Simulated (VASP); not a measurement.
# Tm2I3 (Pm-3m) in VASP: a series of runs, part 2 of 3

VASP 6.6.1. The steps go on from the part before.

## (3) Single point, PBE

This run uses another cell than the first one, of 41.38 Å³/atom.

INCAR

```
SYSTEM = Tm2I3
PREC     = Accurate       ! precision mode
ENCUT    = 500            ! plane-wave cutoff, eV
EDIFF    = 1E-6           ! SCF threshold, eV
ISMEAR   = 0              ! smearing method
SIGMA    = 0.1            ! smearing width, eV
LREAL    = .FALSE.        ! projectors in reciprocal space
LASPH    = .TRUE.         ! aspherical terms in the spheres
NELM     = 200            ! most SCF steps
ALGO     = Normal         ! electronic algorithm
ISIF     = 2              ! what is computed and relaxed
LWAVE    = .FALSE.        ! write WAVECAR
LCHARG   = .FALSE.        ! write CHGCAR
GGA      = PE             ! functional
NBANDS   = 28             ! bands
GGA_COMPAT= .FALSE.      
LMAXMIX  = 6              ! l up to which the mixer works
```

KPOINTS

```
Automatic mesh
0
G
  6 6 6
  0 0 0
```

POSCAR

```
Tm2I3
1.0
    5.9145395769      0.0000000000      0.0000000000
    0.0000000000      5.9145395769      0.0000000000
    0.0000000000      0.0000000000      5.9145395769
Tm I
2 3
Direct
    0.5000000000      0.5000000000      0.5000000000
    0.0000000000      0.0000000000      0.0000000000
    0.5000000000      0.0000000000      0.0000000000
    0.0000000000      0.5000000000      0.0000000000
    0.0000000000      0.0000000000      0.5000000000
```

Potentials or basis: VASP PAW PBE potentials, release 64 (Tm_3, I), 4f in core.

Command:

```sh
$ cat potpaw_PBE.64/Tm_3/POTCAR potpaw_PBE.64/I/POTCAR > POTCAR
$ mpirun -np 1 vasp_std > vasp.out
```

OUTCAR:

```text
SYSTEM = Tm2I3
   PREC = Accurate
   ENCUT = 500
   EDIFF = 1E-6
   ISMEAR = 0
   LREAL = .FALSE.
   LASPH = .TRUE.
   NELM = 200
   ISIF = 2
   GGA = PE

 ion  position               nearest neighbor table
   1  0.500  0.500  0.500-
   2  0.000  0.000  0.000-   3 2.96   4 2.96   5 2.96   5 2.96   4 2.96   3 2.96
   3  0.500  0.000  0.000-   2 2.96   2 2.96
   4  0.000  0.500  0.000-   2 2.96   2 2.96
   5  0.000  0.000  0.500-   2 2.96   2 2.96

  LATTYP: Found a simple cubic cell.
 ALAT       =     5.9145395769

  Lattice vectors:

 A1 = (   5.9145395769,   0.0000000000,   0.0000000000)
 A2 = (   0.0000000000,   5.9145395769,   0.0000000000)
 A3 = (   0.0000000000,   0.0000000000,   5.9145395769)

Analysis of symmetry for initial positions (statically):
=====================================================================
 Subroutine PRICEL returns:
 Original cell was already a primitive cell.

 Routine SETGRP: Setting up the symmetry group for a
 simple cubic supercell.

 Subroutine GETGRP returns: Found 48 space group operations
 (whereof 48 operations were pure point group operations)
 out of a pool of 48 trial point group operations.

The static configuration has the point symmetry O_h .

Analysis of symmetry for dynamics (positions and initial velocities):
=====================================================================
 Subroutine PRICEL returns:
 Original cell was already a primitive cell.

 Routine SETGRP: Setting up the symmetry group for a
 simple cubic supercell.

 Subroutine GETGRP returns: Found 48 space group operations
 (whereof 48 operations were pure point group operations)
 out of a pool of 48 trial point group operations.

The dynamic configuration has the point symmetry O_h .

 Subroutine INISYM returns: Found 48 space group operations
 (whereof 48 operations are pure point group operations),
 and found     1 'primitive' translations

----------------------------------------------------------------------------------------

                                     Primitive cell

  volume of cell :     206.9011

  direct lattice vectors                    reciprocal lattice vectors
     5.914539577  0.000000000  0.000000000     0.169074868  0.000000000  0.000000000
     0.000000000  5.914539577  0.000000000     0.000000000  0.169074868  0.000000000
     0.000000000  0.000000000  5.914539577     0.000000000  0.000000000  0.169074868

  length of vectors
     5.914539577  5.914539577  5.914539577     0.169074868  0.169074868  0.169074868

  position of ions in fractional coordinates (direct lattice)
     0.500000000  0.500000000  0.500000000
     0.000000000  0.000000000  0.000000000
     0.500000000  0.000000000  0.000000000
     0.000000000  0.500000000  0.000000000
     0.000000000  0.000000000  0.500000000

  ion indices of the primitive-cell ions
   primitive index   ion index
                 1           1
                 2           2
                 3           3
                 4           4
                 5           5

----------------------------------------------------------------------------------------

 KPOINTS: Automatic mesh

Automatic generation of k-mesh.
 Grid dimensions read from file:
 generate k-points for:    6    6    6

 Generating k-lattice:

  Cartesian coordinates                     Fractional coordinates (reciprocal lattice)
     0.028179145  0.000000000  0.000000000     0.166666667  0.000000000  0.000000000
     0.000000000  0.028179145  0.000000000     0.000000000  0.166666667  0.000000000
     0.000000000  0.000000000  0.028179145     0.000000000  0.000000000  0.166666667

  Length of vectors
     0.028179145  0.028179145  0.028179145

  Shift w.r.t. Gamma in fractional coordinates (k-lattice)
     0.000000000  0.000000000  0.000000000

 Subroutine IBZKPT returns following result:
 ===========================================

 Found     20 irreducible k-points:

 Following reciprocal coordinates:
            Coordinates               Weight
  0.000000  0.000000  0.000000      1.000000
  0.166667  0.000000  0.000000      6.000000
  0.333333  0.000000  0.000000      6.000000
  0.500000  0.000000  0.000000      3.000000
  0.166667  0.166667  0.000000     12.000000
  0.333333  0.166667  0.000000     24.000000
[... 12 lines left out ...]
  0.500000  0.500000  0.333333      6.000000
  0.500000  0.500000  0.500000      1.000000
   k-points           NKPTS =     20   k-points in BZ     NKDIM =     20   number of bands    NBANDS=     28
   number of dos      NEDOS =    301   number of ions     NIONS =      5
   total plane-waves  NPLWV = 110592
   dimension x,y,z NGX =    48 NGY =   48 NGZ =   48
   dimension x,y,z NGXF=    96 NGYF=   96 NGZF=   96
   ions per type =               2   3
   NGX,Y,Z   is equivalent  to a cutoff of  13.49, 13.49, 13.49 a.u.
   NGXF,Y,Z  is equivalent  to a cutoff of  26.98, 26.98, 26.98 a.u.
 SYSTEM =  Tm2I3
   PREC   = accura    normal or accurate (medium, high low for compatibility)
   ISTART =      0    job   : 0-new  1-cont  2-samecut
   ICHARG =      2    charge: 1-file 2-atom 10-const
   ISPIN  =      1    spin polarized calculation?
   LNONCOLLINEAR =      F non collinear calculations
   LSORBIT =      F    spin-orbit coupling
   LASPH  =      T    aspherical Exc in radial PAW
   ENCUT  =  500.0 eV  36.75 Ry    6.06 a.u.  10.78 10.78 10.78*2*pi/ulx,y,z
   NELM   =    200;   NELMIN=  2; NELMDL= -5     # of ELM steps
   EDIFF  = 0.1E-05   stopping-criterion for ELM
   LREAL  =      F    real-space projection
   EDIFFG = 0.1E-04   stopping-criterion for IOM
   NSW    =      0    number of steps for IOM
   IBRION =     -1    ionic relax: 0-MD 1-quasi-New 2-CG
   NFREE  =      0    steps in history (QN), initial steepest desc. (CG)
   ISIF   =      2    stress and relaxation
   ISYM   =      2    0-nonsym 1-usesym 2-fastsym
   POTIM  = 0.5000    time-step for ionic-motion
   TEBEG  =    0.0;   TEEND  =   0.0 temperature during run
   PSTRESS=    0.0 pullay stress
   NELECT =      39.0000    total number of electrons
   NUPDOWN=      -1.0000    fix difference up-down
   EMIN   =  10.00;   EMAX   =-10.00  energy-range for DOS
   EFERMI =   0.00;   METHOD = LEGACY
   ISMEAR =     0;   SIGMA  =   0.10  broadening in eV -4-tet -1-fermi 0-gaus
   EFERMI_NEDOS =   21; number of points for ismear=-14 and -15
   IALGO  =     38    algorithm
   IMIX   =      4    mixing-type and parameters
     AMIX     =   0.40;   BMIX     =  1.00
     AMIX_MAG =   1.60;   BMIX_MAG =  1.00
  volume/ion in A,a.u.               =      41.38       279.25
  Fermi-wavevector in a.u.,A,eV,Ry     =   0.938661  1.773812 11.987881  0.881084
  Thomas-Fermi vector in A             =   2.065895
   LORBIT       =      0    0 simple, 1 ext, 2 COOP (PROOUT), +10 PAW based schemes
   GGA     = PE    functional components
   LHFCALC =     F    Hartree Fock is set to
   AEXX    =    0.0000 exact exchange contribution
   IVDW    =     0    specifies the selected vdW correction
   LEPSILON=     F    determine dielectric tensor
   LRPA    =     F    only Hartree local field effects (RPA)
 non-spin polarized calculation
 Gauss-broadening in eV      SIGMA  =   0.10
  energy-cutoff  :      500.00
  volume of cell :      206.90
 maximum number of plane-waves:      5294
 NGX is ok and might be reduce to    48
   NGX = 21   NGY = 21   NGZ = 21

 number of electron      38.9999998 magnetization

 Free energy of the ion-electron system (eV)
  ---------------------------------------------------
  ext. energy  EPLUGINS =         0.00000000
  ---------------------------------------------------
  free energy    TOTEN  =       -15.48787736 eV

  energy without entropy =      -15.47151807  energy(sigma->0) =      -15.47969771

 E-fermi :   4.3415     XC(G=0):  -8.2892

 val. band max:        4.3085197018   @ k =   0.3333   0.1667   0.0000
 cond. band min:       4.3786532984   @ k =   0.1667   0.0000   0.0000
 fundamental gap:      0.0701335966
 Fermi energy:         4.3415252775

 k-point     1 :       0.0000    0.0000    0.0000
  band No.  band energies     occupation
      1     -24.1208      2.00000
      2     -24.1208      2.00000
      3     -24.1208      2.00000
      4     -22.9839      2.00000
      5     -22.9839      2.00000
      6     -22.9839      2.00000
[... 609 lines left out ...]
     27       6.1400      0.00000
     28       7.7369      0.00000

------------------------ aborting loop because EDIFF is reached ----------------------------------------

  FORCE on cell =-STRESS in cart. coord.  units (eV):
  Direction    XX          YY          ZZ          XY          YZ          ZX
  --------------------------------------------------------------------------------------
  -------------------------------------------------------------------------------------
  Total        0.1628741      0.1628741      0.1628741      0.0000000     -0.0000000      0.0000000
  in kB        1.2612462      1.2612462      1.2612462      0.0000000     -0.0000000      0.0000000
  external PRESSURE =       1.2612462 kB  Pullay stress =       0.0000000 kB

 VOLUME and BASIS-vectors are now :
 -----------------------------------------------------------------------------
  energy-cutoff  :      500.00
  volume of cell :      206.90
      direct lattice vectors                 reciprocal lattice vectors
     5.914539577  0.000000000  0.000000000     0.169074868  0.000000000  0.000000000
     0.000000000  5.914539577  0.000000000     0.000000000  0.169074868  0.000000000
     0.000000000  0.000000000  5.914539577     0.000000000  0.000000000  0.169074868

 POSITION                                       TOTAL-FORCE (eV/Angst)
 -----------------------------------------------------------------------------------
      2.95727      2.95727      2.95727         0.000000      0.000000      0.000000
      0.00000      0.00000      0.00000         0.000000      0.000000      0.000000
      2.95727      0.00000      0.00000         0.000000      0.000000      0.000000
      0.00000      2.95727      0.00000         0.000000      0.000000      0.000000
      0.00000      0.00000      2.95727         0.000000      0.000000      0.000000
 -----------------------------------------------------------------------------------
    total drift:                                0.000000     -0.000000      0.000000

  FREE ENERGIE OF THE ION-ELECTRON SYSTEM (eV)
  ---------------------------------------------------
  free  energy   TOTEN  =       -15.4878773583 eV

  energy  without entropy=      -15.4715180669  energy(sigma->0) =      -15.47969771
```

It took 76 s on 1 thread of Intel Xeon 6975P-C (Granite Rapids), shared host; peak memory 0.36 GiB.

Results:

```
Free energy            : -15.4879 eV
Pressure               : 0.1 GPa
Band gap on the k mesh : zero (an odd number of electrons rules out a gap without spin polarisation)
```

Caveat: spin-orbit coupling is left out, which moves the levels of the heavy elements; the 4f electrons are frozen in the core, so they carry no moment and show no levels; an odd number of electrons without spin polarisation forces a metal; a magnetic or distorted state may lie lower; the run has no spin polarisation, though such a crystal can be magnetic. Spin polarisation is off, so any magnetic state and its effect on volume and gap are missing.

(Part 2 of 3 ends here.)

The gap in the log of VASP goes by the Fermi energy; the results here count the filled bands.